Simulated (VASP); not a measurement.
# Cs3B4 (P-43m) in VASP: single point with PBE

Aim: the single point of Cs3B4 with PBE.

Program: VASP 6.6.1. These are calculated values, not measurements. Logs are shortened: lines on timing, memory, paths and dates and some standing lists are left out, and cuts for length are marked.

### 1 The cell of the first run

Symmetry: P-43m, No. 215, cubic system. Conventional cell: a = 5.979 Å, b = 5.979 Å, c = 5.979 Å, α = 90.00°, β = 90.00°, γ = 90.00°. Within 4.5 Å of Cs (site symmetry -42m) lie 12 B at 3.42 to 4.36 Å and 8 Cs at 4.23 Å. B (site symmetry 3m) has 3 B at 1.73 Å within 2.3 Å.

### 2 Single point, PBE

File POSCAR:

```
Cs3B4
1.0
    5.9785347118      0.0000000000      0.0000000000
    0.0000000000      5.9785347118      0.0000000000
    0.0000000000      0.0000000000      5.9785347118
Cs B
3 4
Direct
    0.0000000000      0.0000000000      0.5000000000
    0.5000000000      0.0000000000      0.0000000000
    0.0000000000      0.5000000000      0.0000000000
    0.6024785446      0.6024785446      0.6024785446
    0.3975214554      0.3975214554      0.6024785446
    0.3975214554      0.6024785446      0.3975214554
    0.6024785446      0.3975214554      0.3975214554
```

File INCAR.step1:

```
SYSTEM = Cs3B4
  ALGO = Normal
  EDIFF = 1E-6
  ENCUT = 520
  GGA = PE
  ISIF = 2
  ISMEAR = 0
  LASPH = .True.
  LCHARG = .True.
  LREAL = .False.
  LWAVE = .False.
  NBANDS = 28
  NELM = 100
  PREC = Accurate
  SIGMA = 0.1
```

File KPOINTS.step1:

```
k-points
0
Gamma
  6 6 6
  0 0 0
```

File INCAR.step2:

```
SYSTEM = Cs3B4
  ALGO = Normal
  EDIFF = 1E-6
  ENCUT = 520
  GGA = PE
  ICHARG = 11
  ISIF = 2
  ISMEAR = -5
  LASPH = .True.
  LCHARG = .False.
  LORBIT = 10
  LREAL = .False.
  LWAVE = .False.
  NBANDS = 28
  NEDOS = 2001
  NELM = 100
  PREC = Accurate
  SIGMA = 0.1
```

File KPOINTS.step2:

```
k-points
0
Gamma
  9 9 9
  0 0 0
```

Potentials or basis: VASP PAW PBE potentials, release 64 (Cs_sv, B).

Started as:

```bash
cat potpaw_PBE.64/Cs_sv/POTCAR potpaw_PBE.64/B/POTCAR > POTCAR
cp INCAR.step1 INCAR
cp KPOINTS.step1 KPOINTS
mpirun -np 1 vasp_std > vasp.out
cp INCAR.step2 INCAR
cp KPOINTS.step2 KPOINTS
mpirun -np 1 vasp_std > vasp.out
```

OUTCAR:

```text
SYSTEM = Cs3B4
   EDIFF = 1E-6
   ENCUT = 520
   GGA = PE
   ICHARG = 11
   ISIF = 2
   ISMEAR = -5
   LASPH = .True.
   LORBIT = 10
   LREAL = .False.
   NELM = 100
   PREC = Accurate

 ion  position               nearest neighbor table
   1  0.000  0.000  0.500-
   2  0.500  0.000  0.000-
   3  0.000  0.500  0.000-
   4  0.602  0.602  0.602-   5 1.73   6 1.73   7 1.73
   5  0.398  0.398  0.602-   4 1.73   6 1.73   7 1.73
   6  0.398  0.602  0.398-   4 1.73   5 1.73   7 1.73
   7  0.602  0.398  0.398-   4 1.73   5 1.73   6 1.73

  LATTYP: Found a simple cubic cell.
 ALAT       =     5.9785347118

  Lattice vectors:

 A1 = (   5.9785347118,   0.0000000000,   0.0000000000)
 A2 = (   0.0000000000,   5.9785347118,   0.0000000000)
 A3 = (   0.0000000000,   0.0000000000,   5.9785347118)

Analysis of symmetry for initial positions (statically):
=====================================================================
 Subroutine PRICEL returns:
 Original cell was already a primitive cell.

 Routine SETGRP: Setting up the symmetry group for a
 simple cubic supercell.

 Subroutine GETGRP returns: Found 24 space group operations
 (whereof 24 operations were pure point group operations)
 out of a pool of 48 trial point group operations.

The static configuration has the point symmetry T_d .

Analysis of symmetry for dynamics (positions and initial velocities):
=====================================================================
 Subroutine PRICEL returns:
 Original cell was already a primitive cell.

 Routine SETGRP: Setting up the symmetry group for a
 simple cubic supercell.

 Subroutine GETGRP returns: Found 24 space group operations
 (whereof 24 operations were pure point group operations)
 out of a pool of 48 trial point group operations.

The dynamic configuration has the point symmetry T_d .

 Subroutine INISYM returns: Found 24 space group operations
 (whereof 24 operations are pure point group operations),
 and found     1 'primitive' translations

----------------------------------------------------------------------------------------

                                     Primitive cell

  volume of cell :     213.6900

  direct lattice vectors                    reciprocal lattice vectors
[... 111 lines left out ...]
   NUPDOWN=      -1.0000    fix difference up-down
   EMIN   =  10.00;   EMAX   =-10.00  energy-range for DOS
   EFERMI =   0.00;   METHOD = LEGACY
   ISMEAR =    -5;   SIGMA  =   0.10  broadening in eV -4-tet -1-fermi 0-gaus
   EFERMI_NEDOS =   21; number of points for ismear=-14 and -15
   IALGO  =     38    algorithm
   IMIX   =      4    mixing-type and parameters
     AMIX     =   0.40;   BMIX     =  1.00
     AMIX_MAG =   1.60;   BMIX_MAG =  1.00
  volume/ion in A,a.u.               =      30.53       206.01
  Fermi-wavevector in a.u.,A,eV,Ry     =   0.928613  1.754825 11.732615  0.862323
  Thomas-Fermi vector in A             =   2.054809
   LORBIT       =     10    0 simple, 1 ext, 2 COOP (PROOUT), +10 PAW based schemes
   GGA     = PE    functional components
   LHFCALC =     F    Hartree Fock is set to
   AEXX    =    0.0000 exact exchange contribution
   IVDW    =     0    specifies the selected vdW correction
   LEPSILON=     F    determine dielectric tensor
   LRPA    =     F    only Hartree local field effects (RPA)
 non-spin polarized calculation
 Fermi weights with tetrahedron method with Bloechl corrections
  energy-cutoff  :      520.00
  volume of cell :      213.69
 maximum number of plane-waves:      5775
 NGX is ok and might be reduce to    48

 number of electron      38.9999995 magnetization

 Free energy of the ion-electron system (eV)
  ---------------------------------------------------
  ext. energy  EPLUGINS =         0.00000000
  ---------------------------------------------------
  free energy    TOTEN  =       -21.43246362 eV

  energy without entropy =      -21.43246362  energy(sigma->0) =      -21.43246362

 E-fermi :   2.0312     XC(G=0):  -7.9223

 val. band max:        2.0188876449   @ k =   0.3333   0.2222   0.1111
 cond. band min:       2.0219909718   @ k =   0.2222   0.1111   0.0000
 fundamental gap:      0.0031033269
 Fermi energy:         2.0312067288

 k-point     1 :       0.0000    0.0000    0.0000
  band No.  band energies     occupation
      1     -20.7098      2.00000
      2     -20.5462      2.00000
      3     -20.5462      2.00000
      4     -10.5166      2.00000
      5      -8.0445      2.00000
      6      -8.0445      2.00000
[... 733 lines left out ...]
     27       5.5235      0.00000
     28       5.8832      0.00000

 [... further k-points ...]

------------------------ aborting loop because EDIFF is reached ----------------------------------------

  FORCE on cell =-STRESS in cart. coord.  units (eV):
  Direction    XX          YY          ZZ          XY          YZ          ZX
  --------------------------------------------------------------------------------------
  -------------------------------------------------------------------------------------
  Total        0.0831057      0.0831057      0.0831057      0.0000000      0.0000000     -0.0000000
  in kB        0.6230994      0.6230994      0.6230994      0.0000000      0.0000000     -0.0000000
  external PRESSURE =       0.6230994 kB  Pullay stress =       0.0000000 kB

 VOLUME and BASIS-vectors are now :
 -----------------------------------------------------------------------------
  energy-cutoff  :      520.00
  volume of cell :      213.69
      direct lattice vectors                 reciprocal lattice vectors
     5.978534712  0.000000000  0.000000000     0.167265065  0.000000000  0.000000000
     0.000000000  5.978534712  0.000000000     0.000000000  0.167265065  0.000000000
     0.000000000  0.000000000  5.978534712     0.000000000  0.000000000  0.167265065

 POSITION                                       TOTAL-FORCE (eV/Angst)
 -----------------------------------------------------------------------------------
      0.00000      0.00000      2.98927         0.000000      0.000000      0.000000
      2.98927      0.00000      0.00000         0.000000      0.000000      0.000000
      0.00000      2.98927      0.00000         0.000000      0.000000      0.000000
      3.60194      3.60194      3.60194         0.016703      0.016703      0.016703
      2.37660      2.37660      3.60194        -0.016703     -0.016703      0.016703
      2.37660      3.60194      2.37660        -0.016703      0.016703     -0.016703
      3.60194      2.37660      2.37660         0.016703     -0.016703     -0.016703
 -----------------------------------------------------------------------------------
    total drift:                               -0.000000     -0.000000     -0.000000

  FREE ENERGIE OF THE ION-ELECTRON SYSTEM (eV)
  ---------------------------------------------------
  free  energy   TOTEN  =       -21.4324636230 eV

  energy  without entropy=      -21.4324636230  energy(sigma->0) =      -21.43246362

 total charge

# of ion       s       p       d       tot
------------------------------------------
    1        1.845   4.660   0.063   6.568
    2        1.845   4.660   0.063   6.568
    3        1.845   4.660   0.063   6.568
    4        0.730   1.035   0.000   1.765
    5        0.730   1.035   0.000   1.765
    6        0.730   1.035   0.000   1.765
    7        0.730   1.035   0.000   1.765
--------------------------------------------------
tot          8.453  18.121   0.189  26.764
```

OUTCAR.step1:

```text
SYSTEM = Cs3B4
   EDIFF = 1E-6
   ENCUT = 520
   GGA = PE
   ISIF = 2
[... 855 lines left out ...]
      3.60194      3.60194      3.60194         0.012043      0.012043      0.012043
      2.37660      2.37660      3.60194        -0.012043     -0.012043      0.012043
      2.37660      3.60194      2.37660        -0.012043      0.012043     -0.012043
      3.60194      2.37660      2.37660         0.012043     -0.012043     -0.012043
 -----------------------------------------------------------------------------------
    total drift:                               -0.000000     -0.000000     -0.000000

  FREE ENERGIE OF THE ION-ELECTRON SYSTEM (eV)
  ---------------------------------------------------
  free  energy   TOTEN  =       -21.4606535624 eV

  energy  without entropy=      -21.4010783499  energy(sigma->0) =      -21.43086596
```

OSZICAR.step1:

```text
N       E                     dE             d eps       ncg     rms          rms(c)
DAV:   1     0.232039017138E+03    0.23204E+03   -0.15500E+04  1120   0.113E+03
DAV:   2    -0.476917963576E+01   -0.23681E+03   -0.23131E+03  1520   0.202E+02
DAV:   3    -0.266072299200E+02   -0.21838E+02   -0.21666E+02  1292   0.654E+01
DAV:   4    -0.269452668525E+02   -0.33804E+00   -0.33730E+00  1544   0.943E+00
DAV:   5    -0.269479416160E+02   -0.26748E-02   -0.26742E-02  1432   0.818E-01    0.753E+00
DAV:   6    -0.216966297734E+02    0.52513E+01   -0.20341E+01  1320   0.136E+01    0.371E+00
DAV:   7    -0.215089282140E+02    0.18770E+00   -0.41688E+00  1392   0.610E+00    0.191E+00
DAV:   8    -0.214648211300E+02    0.44107E-01   -0.20138E-01  1276   0.167E+00    0.859E-01
DAV:   9    -0.214664830169E+02   -0.16619E-02   -0.16899E-01  1436   0.133E+00    0.479E-01
DAV:  10    -0.214607539237E+02    0.57291E-02   -0.10863E-02  1308   0.332E-01    0.250E-01
DAV:  11    -0.214609772064E+02   -0.22328E-03   -0.15122E-02  1340   0.303E-01    0.102E-01
DAV:  12    -0.214605565520E+02    0.42065E-03   -0.12995E-03  1292   0.123E-01    0.376E-02
DAV:  13    -0.214606344910E+02   -0.77939E-04   -0.45559E-04  1248   0.794E-02    0.124E-02
DAV:  14    -0.214606431557E+02   -0.86648E-05   -0.16843E-05  1356   0.178E-02    0.104E-02
DAV:  15    -0.214606526318E+02   -0.94761E-05   -0.33580E-05  1240   0.215E-02    0.260E-03
DAV:  16    -0.214606538010E+02   -0.11692E-05   -0.35954E-06  1120   0.708E-03    0.238E-03
DAV:  17    -0.214606535624E+02    0.23861E-06   -0.10892E-06   916   0.426E-03
   1 F= -.21460654E+02 E0= -.21430866E+02  d E =-.595752E-01
```

Wall time 2.4 min (1 thread of Intel Xeon 6975P-C (Granite Rapids), shared host); peak memory 0.38 GiB.

What came out:

| Quantity | Value |
| --- | --- |
| Valence electrons inside the program's atomic spheres | Cs 6.57; B 1.76 |

Levels at points of the mesh, in eV from the Fermi level:
| k point | band 16 | band 17 | band 18 | band 19 | band 20 | band 21 | band 22 | band 23 | band 24 | band 25 |
| --- | --- | --- | --- | --- | --- | --- | --- | --- | --- | --- |
| (0.00, 0.00, 0.00) | -4.57 | -2.78 | -0.54 | -0.54 | -0.32 | -0.32 | -0.32 | -0.17 | 3.03 | 3.03 |

Caveat: spin-orbit coupling is left out, which moves the levels of the heavy elements.
